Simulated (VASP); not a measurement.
# Ta3I2 (R-3c) in VASP: notebook

Ta3I2 is run at these levels: PBE; tasks: single point, relaxation of cell and atoms.

Program: VASP 6.6.1. These are calculated values, not measurements. Logs are shortened: lines on timing, memory, paths and dates and some standing lists are left out, and cuts for length are marked.

## (1) The cell of the first run

It takes space group R-3c (No. 167, trigonal). Conventional cell: a = 7.040 Å, b = 7.040 Å, c = 19.220 Å, α = 90.00°, β = 90.00°, γ = 120.00°. Ta (site symmetry 2) has 4 I at 2.74 to 2.92 Å and 12 Ta at 3.73 to 4.24 Å within 4.3 Å. I (site symmetry 3) has 6 Ta at 2.74 to 2.92 Å within 3.6 Å.

## (2) Single point, PBE

Input file INCAR:

```
PREC = Accurate ; ENCUT = 520
EDIFF = 1E-7 ; ISMEAR = 0
SIGMA = 0.1 ; LREAL = False
LASPH = True ; NELM = 80
ALGO = Normal ; ISIF = 2
LWAVE = False ; LCHARG = True
GGA = PE ; LELF = True
LVHAR = True ; NBANDS = 58
```

Input file KPOINTS:

```
Automatic mesh
0
Gamma
  3 3 3
```

Input file POSCAR:

```
Ta3I2
1.0
    3.5198266386      2.0321728573      6.4066130567
   -3.5198266386      2.0321728573      6.4066130567
    0.0000000000     -4.0643457147      6.4066130567
Ta I
6 4
Direct
    0.0562500000      0.4437500000      0.7500000000
    0.7500000000      0.0562500000      0.4437500000
    0.4437500000      0.7500000000      0.0562500000
    0.9437500000      0.5562500000      0.2500000000
    0.2500000000      0.9437500000      0.5562500000
    0.5562500000      0.2500000000      0.9437500000
    0.8521800000      0.8521800000      0.8521800000
    0.6478200000      0.6478200000      0.6478200000
    0.1478200000      0.1478200000      0.1478200000
    0.3521800000      0.3521800000      0.3521800000
```

Potentials or basis: VASP PAW PBE potentials, release 64 (Ta_pv, I).

Run with:

```
cat potpaw_PBE.64/Ta_pv/POTCAR potpaw_PBE.64/I/POTCAR > POTCAR
mpirun -np 1 vasp_std > vasp.out
```

OUTCAR:

```text
PREC = Accurate
   ENCUT = 520
   EDIFF = 1E-7
   ISMEAR = 0
   LREAL = False
   LASPH = True
   NELM = 80
   ISIF = 2
   GGA = PE

 ion  position               nearest neighbor table
   1  0.056  0.444  0.750-   9 2.74  10 2.74   7 2.92   8 2.92
   2  0.750  0.056  0.444-  10 2.74   9 2.74   8 2.92   7 2.92
   3  0.444  0.750  0.056-   9 2.74  10 2.74   7 2.92   8 2.92
   4  0.944  0.556  0.250-   7 2.74   8 2.74   9 2.92  10 2.92
   5  0.250  0.944  0.556-   8 2.74   7 2.74  10 2.92   9 2.92
   6  0.556  0.250  0.944-   7 2.74   8 2.74   9 2.92  10 2.92
   7  0.852  0.852  0.852-   6 2.74   5 2.74   4 2.74   1 2.92   3 2.92   2 2.92
   8  0.648  0.648  0.648-   5 2.74   6 2.74   4 2.74   1 2.92   2 2.92   3 2.92
   9  0.148  0.148  0.148-   3 2.74   2 2.74   1 2.74   4 2.92   6 2.92   5 2.92
  10  0.352  0.352  0.352-   2 2.74   3 2.74   1 2.74   4 2.92   5 2.92   6 2.92

  LATTYP: Found a trigonal (rhomboedric) cell.
 ALAT       =     7.5870677436
 COS(alpha) =     0.5695481095

  Lattice vectors:

 A1 = (   3.5198266386,   2.0321728573,   6.4066130567)
 A2 = (  -3.5198266386,   2.0321728573,   6.4066130567)
 A3 = (   0.0000000000,  -4.0643457147,   6.4066130567)

Analysis of symmetry for initial positions (statically):
=====================================================================
 Subroutine PRICEL returns:
 Original cell was already a primitive cell.

 Routine SETGRP: Setting up the symmetry group for a
 trigonal (rhombohedral) supercell.

 Subroutine GETGRP returns: Found 12 space group operations
 (whereof  6 operations were pure point group operations)
 out of a pool of 12 trial point group operations.

The static configuration has the point symmetry S_6 .
 The point group associated with its full space group is D_3d.

Analysis of symmetry for dynamics (positions and initial velocities):
=====================================================================
 Subroutine PRICEL returns:
 Original cell was already a primitive cell.

 Routine SETGRP: Setting up the symmetry group for a
 trigonal (rhombohedral) supercell.

 Subroutine GETGRP returns: Found 12 space group operations
 (whereof  6 operations were pure point group operations)
 out of a pool of 12 trial point group operations.

The dynamic configuration has the point symmetry S_6 .
 The point group associated with its full space group is D_3d.
[... 101 lines left out ...]
   NFREE  =      0    steps in history (QN), initial steepest desc. (CG)
   ISIF   =      2    stress and relaxation
   ISYM   =      2    0-nonsym 1-usesym 2-fastsym
   POTIM  = 0.5000    time-step for ionic-motion
   TEBEG  =    0.0;   TEEND  =   0.0 temperature during run
   PSTRESS=    0.0 pullay stress
   NELECT =      94.0000    total number of electrons
   NUPDOWN=      -1.0000    fix difference up-down
   EMIN   =  10.00;   EMAX   =-10.00  energy-range for DOS
   EFERMI =   0.00;   METHOD = LEGACY
   ISMEAR =     0;   SIGMA  =   0.10  broadening in eV -4-tet -1-fermi 0-gaus
   EFERMI_NEDOS =   21; number of points for ismear=-14 and -15
   IALGO  =     38    algorithm
   IMIX   =      4    mixing-type and parameters
     AMIX     =   0.40;   BMIX     =  1.00
     AMIX_MAG =   1.60;   BMIX_MAG =  1.00
  volume/ion in A,a.u.               =      27.50       185.55
  Fermi-wavevector in a.u.,A,eV,Ry     =   1.144714  2.163195 17.828660  1.310370
  Thomas-Fermi vector in A             =   2.281405
   LORBIT       =      0    0 simple, 1 ext, 2 COOP (PROOUT), +10 PAW based schemes
   GGA     = PE    functional components
   LHFCALC =     F    Hartree Fock is set to
   AEXX    =    0.0000 exact exchange contribution
   IVDW    =     0    specifies the selected vdW correction
   LEPSILON=     F    determine dielectric tensor
   LRPA    =     F    only Hartree local field effects (RPA)
 non-spin polarized calculation
 Gauss-broadening in eV      SIGMA  =   0.10
  energy-cutoff  :      520.00
  volume of cell :      274.96
 maximum number of plane-waves:      7413
   NGX = 29   NGY = 29   NGZ = 29

 number of electron      93.9999997 magnetization

 Free energy of the ion-electron system (eV)
  ---------------------------------------------------
  ext. energy  EPLUGINS =         0.00000000
  ---------------------------------------------------
  free energy    TOTEN  =       -56.13811561 eV

  energy without entropy =      -56.04372259  energy(sigma->0) =      -56.09091910

 E-fermi :   5.9562     XC(G=0): -10.2547

 val. band max:        5.9523689264   @ k =  -0.3333   0.3333   0.0000
 cond. band min:       5.9572249652   @ k =  -0.3333   0.3333   0.3333
 fundamental gap:      0.0048560388
 Fermi energy:         5.9562391058

 k-point     1 :       0.0000    0.0000    0.0000
  band No.  band energies     occupation
      1     -29.4328      2.00000
      2     -29.4312      2.00000
      3     -29.4197      2.00000
      4     -29.4197      2.00000
      5     -29.4153      2.00000
      6     -29.3882      2.00000
[... 355 lines left out ...]
     57       7.0799      0.00000
     58       7.1691      0.00000

------------------------ aborting loop because EDIFF is reached ----------------------------------------

  FORCE on cell =-STRESS in cart. coord.  units (eV):
  Direction    XX          YY          ZZ          XY          YZ          ZX
  --------------------------------------------------------------------------------------
  -------------------------------------------------------------------------------------
  Total      -12.5644838    -12.5644838    -16.8575962      0.0000000      0.0000000     -0.0000000
  in kB      -73.2139045    -73.2139045    -98.2300953      0.0000000      0.0000000     -0.0000000
  external PRESSURE =     -81.5526347 kB  Pullay stress =       0.0000000 kB

 VOLUME and BASIS-vectors are now :
 -----------------------------------------------------------------------------
  energy-cutoff  :      520.00
  volume of cell :      274.96
      direct lattice vectors                 reciprocal lattice vectors
     3.519826639  2.032172857  6.406613057     0.142052451  0.082014021  0.052029572
    -3.519826639  2.032172857  6.406613057    -0.142052451  0.082014021  0.052029572
     0.000000000 -4.064345715  6.406613057     0.000000000 -0.164028041  0.052029572

 POSITION                                       TOTAL-FORCE (eV/Angst)
 -----------------------------------------------------------------------------------
     -1.36393     -2.03217      8.00827        -0.781916      0.000000      0.000000
      2.44188     -0.16511      8.00827         0.390958     -0.677159      0.000000
     -1.07795      2.19729      8.00827         0.390958      0.677159      0.000000
      1.36393      2.03217     11.21157         0.781916      0.000000      0.000000
     -2.44188      0.16511     11.21157        -0.390958      0.677159      0.000000
      1.07795     -2.19729     11.21157        -0.390958     -0.677159      0.000000
      0.00000     -0.00000     16.37876        -0.000000     -0.000000      0.354354
      0.00000     -0.00000     12.45100        -0.000000      0.000000     -0.354354
      0.00000     -0.00000      2.84108        -0.000000      0.000000     -0.354354
      0.00000     -0.00000      6.76884        -0.000000     -0.000000      0.354354
 -----------------------------------------------------------------------------------
    total drift:                                0.000000     -0.000000      0.000000

  FREE ENERGIE OF THE ION-ELECTRON SYSTEM (eV)
  ---------------------------------------------------
  free  energy   TOTEN  =       -56.1381156073 eV

  energy  without entropy=      -56.0437225921  energy(sigma->0) =      -56.09091910
```

OSZICAR:

```text
N       E                     dE             d eps       ncg     rms          rms(c)
DAV:   1     0.813228032379E+03    0.81323E+03   -0.47856E+04   792   0.150E+03
DAV:   2    -0.592677403734E+01   -0.81915E+03   -0.79916E+03   828   0.380E+02
DAV:   3    -0.556138392344E+02   -0.49687E+02   -0.47484E+02   888   0.781E+01
DAV:   4    -0.584075901923E+02   -0.27938E+01   -0.26865E+01   928   0.155E+01
DAV:   5    -0.585428322711E+02   -0.13524E+00   -0.13257E+00  1016   0.313E+00    0.238E+01
DAV:   6    -0.563773266693E+02    0.21655E+01   -0.70246E+00   944   0.903E+00    0.110E+01
DAV:   7    -0.561432375619E+02    0.23409E+00   -0.11371E+00   936   0.331E+00    0.232E+00
DAV:   8    -0.561372412937E+02    0.59963E-02   -0.10619E-01   896   0.934E-01    0.975E-01
DAV:   9    -0.561377631782E+02   -0.52188E-03   -0.81881E-03   968   0.264E-01    0.631E-01
DAV:  10    -0.561382675119E+02   -0.50433E-03   -0.37312E-03   872   0.258E-01    0.618E-02
DAV:  11    -0.561381059781E+02    0.16153E-03   -0.86707E-04   880   0.105E-01    0.308E-02
DAV:  12    -0.561381169736E+02   -0.10996E-04   -0.79266E-05   992   0.239E-02    0.266E-02
DAV:  13    -0.561381160006E+02    0.97305E-06   -0.11208E-05   960   0.109E-02    0.783E-03
DAV:  14    -0.561381156224E+02    0.37816E-06   -0.50019E-07   840   0.202E-03    0.140E-03
DAV:  15    -0.561381156073E+02    0.15156E-07   -0.84492E-08   536   0.117E-03
   1 F= -.56138116E+02 E0= -.56090919E+02  d E =-.943930E-01
```

stdout:

```text
POSCAR found type information on POSCAR TaI
 POSCAR found :  2 types and      10 ions
 scaLAPACK will be used
 LDA part: xc-table for (Slater+PW92), standard interpolation
 POSCAR, INCAR and KPOINTS ok, starting setup
 FFT: planning ... GRIDC
 FFT: planning ... GRID_SOFT
 FFT: planning ... GRID
 WAVECAR not read
 entering main loop
```

Wall time 100 s (1 thread of Intel Xeon 6975P-C (Granite Rapids), shared host); peak memory 0.45 GiB.

Results:

```yaml
Free_energy: -56.1381 eV
Pressure: -8.2 GPa
Largest_force: 0.782 eV/Å
Band_gap_on_the_k_mesh: zero (bands 47 and 48 overlap by 0.10 eV)
```

Forces in eV/Å, atoms in the order of the input:
```
Ta  -0.782  0.000  0.000
Ta   0.391 -0.677  0.000
Ta   0.391  0.677  0.000
Ta   0.782  0.000  0.000
Ta  -0.391  0.677  0.000
Ta  -0.391 -0.677  0.000
I    0.000  0.000  0.354
I    0.000  0.000 -0.354
I    0.000  0.000 -0.354
I    0.000  0.000  0.354
```

Levels at points of the mesh, in eV from the Fermi level:
| k point | band 43 | band 44 | band 45 | band 46 | band 47 | band 48 | band 49 | band 50 | band 51 | band 52 |
| --- | --- | --- | --- | --- | --- | --- | --- | --- | --- | --- |
| (0.00, 0.00, 0.00) | -0.87 | -0.77 | -0.77 | -0.14 | -0.09 | -0.09 | -0.02 | -0.02 | 0.08 | 0.08 |

Caveat: the k points lie up to 0.36 Å⁻¹ apart; spin-orbit coupling is left out, which moves the levels of the heavy elements.

(Part 1 of 2 ends here.)
